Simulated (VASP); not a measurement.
The system is ScAsS.

```xyz
3
Lattice="4.3707 0.0000 0.0000 0.0000 4.3707 0.0000 0.0000 0.0000 4.2059" Properties=species:S:1:pos:R:3 pbc="T T T"
Sc    2.1854    2.1854    0.0000
As    0.0000    0.0000    0.0000
S     2.1854    2.1854    2.1029
```

The cell was generated, and may not be a known phase.

* Program: VASP 6.6.1
* Task: relaxation of cell and atoms
* Functional: PBE
* Potentials or basis: VASP PAW PBE potentials, release 64 (Sc_sv, As, S)
* Cutoff: 600 eV
* k mesh: 4 × 4 × 4
* Occupations: gaussian, width 0.1 eV
* Spin: no spin polarisation

At the start: pressure 10.5 GPa; volume 26.78 Å³/atom.

**Question.** How do energy, volume and symmetry change on relaxing?

**Answer.** Over 10 steps the energy falls by 704.7 meV/atom and the volume is 24.35 Å³/atom (-9.1 %); space group P4/mmm (No. 123, to 0.1 Å) before and after.

Step by step:
| step | energy change (eV) | largest force (eV/Å) | pressure (GPa) | volume (Å³) |
| --- | --- | --- | --- | --- |
| 1 | 0.0000 | 0.0000 | 10.45 | 80.35 |
| 2 | -0.7352 | 0.0000 | -9.67 | 97.43 |
| 3 | -1.6532 | 0.0000 | -6.79 | 89.20 |
| 4 | -1.6578 | 0.0000 | -6.40 | 88.79 |
| 5 | -1.6577 | 0.0000 | -6.13 | 88.53 |
| 6 | -2.0711 | 0.0000 | -3.00 | 77.45 |
| 7 | -2.1026 | 0.0000 | -1.36 | 74.46 |
| 8 | -2.1029 | 0.0000 | -1.15 | 74.13 |
| 9 | -2.1088 | 0.0000 | 0.87 | 72.34 |
| 10 | -2.1141 | 0.0000 | 0.02 | 73.06 |

Final structure:
```
CELL_PARAMETERS angstrom
3.88548 0.00000 0.00000
0.00000 3.88548 0.00000
0.00000 0.00000 4.83919
ATOMIC_POSITIONS crystal
Sc 0.50000 0.50000 0.00000
As 0.00000 0.00000 0.00000
S 0.50000 0.50000 0.50000
```

Caveat: the k points lie up to 0.40 Å⁻¹ apart in the final cell, too coarse for converged energies and pressures of a metal; a cell axis changed by over 15 % at a fixed basis, so the end point is rough.
